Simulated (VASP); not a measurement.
Here is a VASP 6.6.1 calculation.

INCAR

```
PREC     = Accurate       # precision mode
ENCUT    = 520            # plane-wave cutoff, eV
EDIFF    = 1E-6           # SCF threshold, eV
ISMEAR   = 0              # smearing method
SIGMA    = 0.1            # smearing width, eV
LREAL    = F              # projectors in reciprocal space
LASPH    = T              # aspherical terms in the spheres
NELM     = 100            # most SCF steps
ALGO     = Normal         # electronic algorithm
ISIF     = 2              # what is computed and relaxed
LWAVE    = F              # write WAVECAR
LCHARG   = T              # write CHGCAR
GGA      = PE             # functional
LELF     = T              # ELF
LVHAR    = T            
NBANDS   = 11             # bands
```

KPOINTS

```
Automatic mesh
0
Gamma
  12 12 6
```

Contents of POSCAR:

```
BeH
1.0
    2.7329905257      0.0000000000      0.0000000000
   -1.3664952628      2.3668392236      0.0000000000
    0.0000000000      0.0000000000      3.8154777833
Be H
2 2
Direct
    0.3333333333      0.6666666667      0.2500000000
    0.6666666667      0.3333333333      0.7500000000
    0.6666666667      0.3333333333      0.2500000000
    0.3333333333      0.6666666667      0.7500000000
```

Potentials or basis: VASP PAW PBE potentials, release 64 (Be, H).

Launch:

```console
$ cat potpaw_PBE.64/Be/POTCAR potpaw_PBE.64/H/POTCAR > POTCAR
$ mpirun -np 1 vasp_std > vasp.out
```

(1) Predict the pressure.

(2) Estimate the band gap on the k mesh.

Results:

(1) -0.1 GPa.

(2) zero (bands 3 and 4 overlap by 7.69 eV).
